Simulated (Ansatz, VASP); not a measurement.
MgO in VASP and in Ansatz

```
Mg O
1.0
     0.00000    2.13813    2.13813
     2.13813    0.00000    2.13813
     2.13813    2.13813    0.00000
Mg O
1 1
Direct
  0.00000 0.00000 0.00000
  0.50000 0.50000 0.50000
```

Change from the starting cell: volume scaled by 1.06.

Alike in both runs: task single point; functional PBEsol; k mesh 11 × 11 × 11; occupations fermi-dirac, width 0.05 eV; no spin polarisation.

|  | VASP | Ansatz |
| --- | --- | --- |
| version | VASP 6.6.1 | Ansatz 0.2.0 |
| potentials or method | VASP PAW PBE potentials, release 64 (Mg, O), cutoff 520 eV | all-electron LAPW, scalar-relativistic |

Ansatz gave:

| Item | Value |
| --- | --- |
| gap on the k mesh at the Fermi level (eV) | 4.21 |
| least direct gap on the mesh (eV) | 4.21 |
| pressure (GPa) | -6.3 |

Task: Which values does VASP return?

Result: gap on the k mesh at the Fermi level (eV): 4.21; least direct gap on the mesh (eV): 4.21; pressure (GPa): -6.9.

VASP's potentials were made for PBE, not for PBEsol. Ansatz ran all-electron here, and VASP with PAW potentials.
